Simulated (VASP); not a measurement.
# Sc (Fm-3m) in VASP: further runs

Runs on Sc. Level: LDA. Tasks: single point.

Program: VASP 6.6.1. These are calculated values, not measurements. Logs are shortened: lines on timing, memory, paths and dates and some standing lists are left out, and cuts for length are marked.

## (1) The cell of the first run

It takes space group Fm-3m (No. 225, cubic). The conventional cell has a = 4.293 Å, b = 4.293 Å, c = 4.293 Å, α = 90.00°, β = 90.00°, γ = 90.00°. Sc (site symmetry m-3m) has 12 Sc at 3.04 Å within 4.0 Å.

This isn't the form of Sc at room conditions, which is hcp.

## (2) Single point, LDA (19.79 Å³/atom)

Input file INCAR:

```
PREC = Accurate ; ENCUT = 520
EDIFF = 1E-6 ; ISMEAR = -1
SIGMA = 0.1 ; LREAL = F
LASPH = T ; NELM = 60
ALGO = Normal ; ISIF = 2
LWAVE = F ; LCHARG = T
LELF = T ; LVHAR = T
NBANDS = 12
```

Input file KPOINTS:

```
Automatic mesh
0
Gamma
  20 20 20
```

Input file POSCAR:

```
Sc
1.0
    0.0000000000      2.1467375365      2.1467375365
    2.1467375365      0.0000000000      2.1467375365
    2.1467375365      2.1467375365      0.0000000000
Sc
1
Direct
    0.0000000000      0.0000000000      0.0000000000
```

Potentials or basis: VASP PAW LDA potentials, release 64 (Sc_sv).

Started as:

```
$ cat potpaw_LDA.64/Sc_sv/POTCAR > POTCAR
$ mpirun -np 1 vasp_std > vasp.out
```

OUTCAR:

```text
PREC = Accurate
   ENCUT = 520
   EDIFF = 1E-6
   ISMEAR = -1
   LREAL = F
   LASPH = T
   NELM = 60
   ISIF = 2

 ion  position               nearest neighbor table
   1  0.000  0.000  0.000-

  LATTYP: Found a face centered cubic cell.
 ALAT       =     4.2934750730

  Lattice vectors:

 A1 = (   0.0000000000,   2.1467375365,   2.1467375365)
 A2 = (   2.1467375365,   0.0000000000,   2.1467375365)
 A3 = (   2.1467375365,   2.1467375365,   0.0000000000)

Analysis of symmetry for initial positions (statically):
=====================================================================
 Subroutine PRICEL returns:
 Original cell was already a primitive cell.

 Routine SETGRP: Setting up the symmetry group for a
 face centered cubic supercell.

 Subroutine GETGRP returns: Found 48 space group operations
 (whereof 48 operations were pure point group operations)
 out of a pool of 48 trial point group operations.

The static configuration has the point symmetry O_h .

Analysis of symmetry for dynamics (positions and initial velocities):
=====================================================================
 Subroutine PRICEL returns:
 Original cell was already a primitive cell.

 Routine SETGRP: Setting up the symmetry group for a
 face centered cubic supercell.

 Subroutine GETGRP returns: Found 48 space group operations
 (whereof 48 operations were pure point group operations)
 out of a pool of 48 trial point group operations.

The dynamic configuration has the point symmetry O_h .

 Subroutine INISYM returns: Found 48 space group operations
 (whereof 48 operations are pure point group operations),
 and found     1 'primitive' translations

----------------------------------------------------------------------------------------

                                     Primitive cell

  volume of cell :      19.7864

  direct lattice vectors                    reciprocal lattice vectors
     0.000000000  2.146737536  2.146737536    -0.232911565  0.232911565  0.232911565
     2.146737536  0.000000000  2.146737536     0.232911565 -0.232911565  0.232911565
     2.146737536  2.146737536  0.000000000     0.232911565  0.232911565 -0.232911565

  length of vectors
     3.035945339  3.035945339  3.035945339     0.403414665  0.403414665  0.403414665

  position of ions in fractional coordinates (direct lattice)
     0.000000000  0.000000000  0.000000000

  ion indices of the primitive-cell ions
   primitive index   ion index
                 1           1

----------------------------------------------------------------------------------------

 KPOINTS: Automatic mesh

Automatic generation of k-mesh.
 Grid dimensions read from file:
 generate k-points for:   20   20   20

 Generating k-lattice:

  Cartesian coordinates                     Fractional coordinates (reciprocal lattice)
    -0.011645578  0.011645578  0.011645578     0.050000000  0.000000000  0.000000000
     0.011645578 -0.011645578  0.011645578     0.000000000  0.050000000  0.000000000
     0.011645578  0.011645578 -0.011645578     0.000000000  0.000000000  0.050000000

  Length of vectors
     0.020170733  0.020170733  0.020170733

  Shift w.r.t. Gamma in fractional coordinates (k-lattice)
     0.000000000  0.000000000  0.000000000

 Subroutine IBZKPT returns following result:
 ===========================================

 Found    256 irreducible k-points:

 Following reciprocal coordinates:
            Coordinates               Weight
  0.000000  0.000000  0.000000      1.000000
  0.050000  0.000000  0.000000      8.000000
  0.100000  0.000000  0.000000      8.000000
  0.150000  0.000000  0.000000      8.000000
  0.200000  0.000000  0.000000      8.000000
  0.250000  0.000000  0.000000      8.000000
[... 16 lines left out ...]
 -0.400000  0.050000  0.000000     24.000000
 -0.350000  0.050000  0.000000     24.000000
 [... further k-points ...]
   k-points           NKPTS =    256   k-points in BZ     NKDIM =    256   number of bands    NBANDS=     12
   number of dos      NEDOS =    301   number of ions     NIONS =      1
   total plane-waves  NPLWV =  13824
   dimension x,y,z NGX =    24 NGY =   24 NGZ =   24
   dimension x,y,z NGXF=    48 NGYF=   48 NGZF=   48
   ions per type =               1
   NGX,Y,Z   is equivalent  to a cutoff of  13.14, 13.14, 13.14 a.u.
   NGXF,Y,Z  is equivalent  to a cutoff of  26.28, 26.28, 26.28 a.u.
 SYSTEM =  unknown system
   PREC   = accura    normal or accurate (medium, high low for compatibility)
   ISTART =      0    job   : 0-new  1-cont  2-samecut
   ICHARG =      2    charge: 1-file 2-atom 10-const
   ISPIN  =      1    spin polarized calculation?
   LNONCOLLINEAR =      F non collinear calculations
   LSORBIT =      F    spin-orbit coupling
   LASPH  =      T    aspherical Exc in radial PAW
   ENCUT  =  520.0 eV  38.22 Ry    6.18 a.u.   5.64  5.64  5.64*2*pi/ulx,y,z
   NELM   =     60;   NELMIN=  2; NELMDL= -5     # of ELM steps
   EDIFF  = 0.1E-05   stopping-criterion for ELM
   LREAL  =      F    real-space projection
   EDIFFG = 0.1E-04   stopping-criterion for IOM
   NSW    =      0    number of steps for IOM
   IBRION =     -1    ionic relax: 0-MD 1-quasi-New 2-CG
   NFREE  =      0    steps in history (QN), initial steepest desc. (CG)
   ISIF   =      2    stress and relaxation
   ISYM   =      2    0-nonsym 1-usesym 2-fastsym
   POTIM  = 0.5000    time-step for ionic-motion
   TEBEG  =    0.0;   TEEND  =   0.0 temperature during run
   PSTRESS=    0.0 pullay stress
   NELECT =      11.0000    total number of electrons
   NUPDOWN=      -1.0000    fix difference up-down
   EMIN   =  10.00;   EMAX   =-10.00  energy-range for DOS
   EFERMI =   0.00;   METHOD = LEGACY
   ISMEAR =    -1;   SIGMA  =   0.10  broadening in eV -4-tet -1-fermi 0-gaus
   EFERMI_NEDOS =   21; number of points for ismear=-14 and -15
   IALGO  =     38    algorithm
   IMIX   =      4    mixing-type and parameters
     AMIX     =   0.40;   BMIX     =  1.00
     AMIX_MAG =   1.60;   BMIX_MAG =  1.00
  volume/ion in A,a.u.               =      19.79       133.53
  Fermi-wavevector in a.u.,A,eV,Ry     =   1.346119  2.543796 24.654250  1.812036
  Thomas-Fermi vector in A             =   2.473977
   LORBIT       =      0    0 simple, 1 ext, 2 COOP (PROOUT), +10 PAW based schemes
   GGA     = CA    functional components
   LHFCALC =     F    Hartree Fock is set to
   AEXX    =    0.0000 exact exchange contribution
   IVDW    =     0    specifies the selected vdW correction
   LEPSILON=     F    determine dielectric tensor
   LRPA    =     F    only Hartree local field effects (RPA)
 non-spin polarized calculation
  energy-cutoff  :      520.00
  volume of cell :       19.79
 maximum number of plane-waves:       547
   NGX = 11   NGY = 11   NGZ = 11

 number of electron      11.0000002 magnetization

 Free energy of the ion-electron system (eV)
  ---------------------------------------------------
  ext. energy  EPLUGINS =         0.00000000
  ---------------------------------------------------
  free energy    TOTEN  =        -6.64135808 eV

  energy without entropy =       -6.59597425  energy(sigma->0) =       -6.61866616

 E-fermi :   4.9114     XC(G=0): -11.0814

 val. band max:        4.9104907158   @ k =   0.5000   0.2000   0.0500
 cond. band min:       4.9255805452   @ k =  -0.3000   0.4000   0.2000
 fundamental gap:      0.0150898294
 Fermi energy:         4.9113865208

 k-point     1 :       0.0000    0.0000    0.0000
  band No.  band energies     occupation
      1     -43.3939      2.00000
      2     -21.9424      2.00000
      3     -21.9424      2.00000
      4     -21.9424      2.00000
      5      -0.5537      2.00000
      6       6.7176      0.00000
      7       6.7176      0.00000
      8       6.7176      0.00000
      9       8.5491      0.00000
     10       8.5491      0.00000
     11      18.7640      0.00000
     12      23.0203      0.00000

 k-point     2 :       0.0500    0.0000    0.0000
  band No.  band energies     occupation
      1     -43.3901      2.00000
      2     -21.9642      2.00000
      3     -21.9450      2.00000
      4     -21.9450      2.00000
      5      -0.4748      2.00000
      6       6.6549      0.00000
      7       6.7495      0.00000
      8       6.7495      0.00000
      9       8.5242      0.00000
     10       8.5242      0.00000
     11      18.8695      0.00000
     12      22.3916      0.00000

 k-point     3 :       0.1000    0.0000    0.0000
  band No.  band energies     occupation
      1     -43.3790      2.00000
      2     -22.0270      2.00000
      3     -21.9525      2.00000
      4     -21.9525      2.00000
      5      -0.2429      2.00000
      6       6.4816      0.00000
      7       6.8352      0.00000
      8       6.8352      0.00000
      9       8.4638      0.00000
     10       8.4638      0.00000
     11      19.1415      0.00000
     12      21.2095      0.00000

 k-point     4 :       0.1500    0.0000    0.0000
  band No.  band energies     occupation
      1     -43.3617      2.00000
      2     -22.1238      2.00000
      3     -21.9642      2.00000
      4     -21.9642      2.00000
      5       0.1271      2.00000
      6       6.2352      0.00000
      7       6.9402      0.00000
      8       6.9402      0.00000
      9       8.4126      0.00000
     10       8.4126      0.00000
     11      19.3762      0.00000
     12      20.0619      0.00000

 k-point     5 :       0.2000    0.0000    0.0000
  band No.  band energies     occupation
      1     -43.3399      2.00000
      2     -22.2441      2.00000
      3     -21.9789      2.00000
      4     -21.9789      2.00000
      5       0.6091      2.00000
      6       5.9645      0.00005
      7       7.0043      0.00000
      8       7.0043      0.00000
      9       8.4413      0.00000
     10       8.4413      0.00000
     11      18.6154      0.00000
     12      19.8223      0.00000
[... 228 lines left out ...]
      1     -43.2349      2.00000
      2     -22.7758      2.00000
      3     -22.0603      2.00000
      4     -22.0518      2.00000
      5       2.9279      2.00000
      6       5.7002      0.00075
      7       6.5267      0.00000
      8       6.6107      0.00000
      9       9.7739      0.00000
     10       9.8373      0.00000
     11      13.7727      0.00000
     12      18.1855      0.00000

 k-point    22 :      -0.4500    0.0500    0.0000
  band No.  band energies     occupation
      1     -43.2362      2.00000
      2     -22.7693      2.00000
      3     -22.0632      2.00000
      4     -22.0473      2.00000
      5       2.9079      2.00000
      6       5.6851      0.00087
      7       6.5334      0.00000
      8       6.6120      0.00000
      9       9.6740      0.00000
     10       9.8833      0.00000
     11      13.8495      0.00000
     12      18.2135      0.00000

 k-point    23 :      -0.4000    0.0500    0.0000
  band No.  band energies     occupation
      1     -43.2450      2.00000
      2     -22.7252      2.00000
      3     -22.0606      2.00000
      4     -22.0380      2.00000
      5       2.7551      2.00000
      6       5.5768      0.00257
      7       6.5728      0.00000
      8       6.6639      0.00000
      9       9.4411      0.00000
     10       9.7726      0.00000
     11      14.3428      0.00000
     12      18.4145      0.00000

 k-point    24 :      -0.3500    0.0500    0.0000
  band No.  band energies     occupation
      1     -43.2606      2.00000
      2     -22.6471      2.00000
      3     -22.0528      2.00000
      4     -22.0249      2.00000
      5       2.4406      2.00000
      6       5.4790      0.00683
      7       6.6606      0.00000
      8       6.7603      0.00000
      9       9.1187      0.00000
     10       9.5406      0.00000
     11      15.1357      0.00000
     12      18.7655      0.00000

 [... further k-points ...]

------------------------ aborting loop because EDIFF is reached ----------------------------------------

  FORCE on cell =-STRESS in cart. coord.  units (eV):
  Direction    XX          YY          ZZ          XY          YZ          ZX
  --------------------------------------------------------------------------------------
  -------------------------------------------------------------------------------------
  Total        1.1155565      1.1155565      1.1155565      0.0000000     -0.0000000      0.0000000
  in kB       90.3306876     90.3306876     90.3306876      0.0000000     -0.0000000      0.0000000
  external PRESSURE =      90.3306876 kB  Pullay stress =       0.0000000 kB

 VOLUME and BASIS-vectors are now :
 -----------------------------------------------------------------------------
  energy-cutoff  :      520.00
  volume of cell :       19.79
      direct lattice vectors                 reciprocal lattice vectors
     0.000000000  2.146737536  2.146737536    -0.232911565  0.232911565  0.232911565
     2.146737536  0.000000000  2.146737536     0.232911565 -0.232911565  0.232911565
     2.146737536  2.146737536  0.000000000     0.232911565  0.232911565 -0.232911565

 POSITION                                       TOTAL-FORCE (eV/Angst)
 -----------------------------------------------------------------------------------
      0.00000      0.00000      0.00000         0.000000      0.000000      0.000000
 -----------------------------------------------------------------------------------
    total drift:                               -0.000000      0.000000     -0.000000

  FREE ENERGIE OF THE ION-ELECTRON SYSTEM (eV)
  ---------------------------------------------------
  free  energy   TOTEN  =        -6.6413580762 eV

  energy  without entropy=       -6.5959742533  energy(sigma->0) =       -6.61866616
```

It took 60 s on 1 thread of Intel Xeon 8259CL, shared host; peak memory 0.17 GiB.

What came out:

| Item | Value |
| --- | --- |
| Free energy | -6.6414 eV |
| Pressure | 9.0 GPa |
| Band gap on the k mesh | zero (an odd number of electrons rules out a gap without spin polarisation) |

Caveat: the cell stands under pressure.

(Part 1 of 2 ends here.)
